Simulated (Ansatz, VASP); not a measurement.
NaF: VASP beside Ansatz

INCAR

```
PREC = Accurate
ENCUT = 520
EDIFF = 1E-6
ISMEAR = 0
SIGMA = 0.05
LREAL = False
LASPH = True
NELM = 60
ALGO = Normal
ISIF = 2
LWAVE = False
LCHARG = False
GGA = PE
NBANDS = 14
```

The input KPOINTS:

```
regular mesh
0
Gamma
  12 12 12
```

Contents of POSCAR:

```
NaF
1.0
    0.0000000000      2.3816126764      2.3816126764
    2.3816126764      0.0000000000      2.3816126764
    2.3816126764      2.3816126764      0.0000000000
Na F
1 1
Direct
    0.0000000000      0.0000000000      0.0000000000
    0.5000000000      0.5000000000      0.5000000000
```

Input for Ansatz:

```yaml
crystal:
  lattice:
    - [0.0, 2.3816126764, 2.3816126764]
    - [2.3816126764, 0.0, 2.3816126764]
    - [2.3816126764, 2.3816126764, 0.0]
  atoms:
    - { symbol: Na, position: [0.0, 0.0, 0.0] }
    - { symbol: F, position: [0.5, 0.5, 0.5] }
basis:
  ecutwfc: 420
  ecutrho_ratio: 4
kpoints:
  mp_grid: { grid: [12, 12, 12] }
hamiltonian:
  xc: pbe
scf:
  occupations: { method: gaussian, width: 0.05 }
output:
  forces: true
  stress: true
  eigenvalues: true
  write_density: true
  write_potential: true
  elf: true
  volumetric_format: npy
```

Alike in both runs: task single point; functional PBE; k mesh 12 × 12 × 12; occupations gaussian, width 0.05 eV; no spin polarisation.

```csv
,VASP,Ansatz
version,VASP 6.6.1,Ansatz 0.2.0
potentials or method,"VASP PAW PBE potentials, release 64 (Na_pv, F), cutoff 520 eV","scalar-relativistic, plane waves, PAW"
valence electrons in the cell,14,16
```

```csv
,VASP,Ansatz,Ansatz less VASP
gap on the k mesh at the Fermi level (eV),5.88,5.89,+0.015
least direct gap on the mesh (eV),5.88,5.89,+0.015
pressure (GPa),-1.8,-1.6,+0.18
```

VASP's potentials hold 14 valence electrons a cell and Ansatz's 16, so a difference there can come from the potentials and not from the codes.
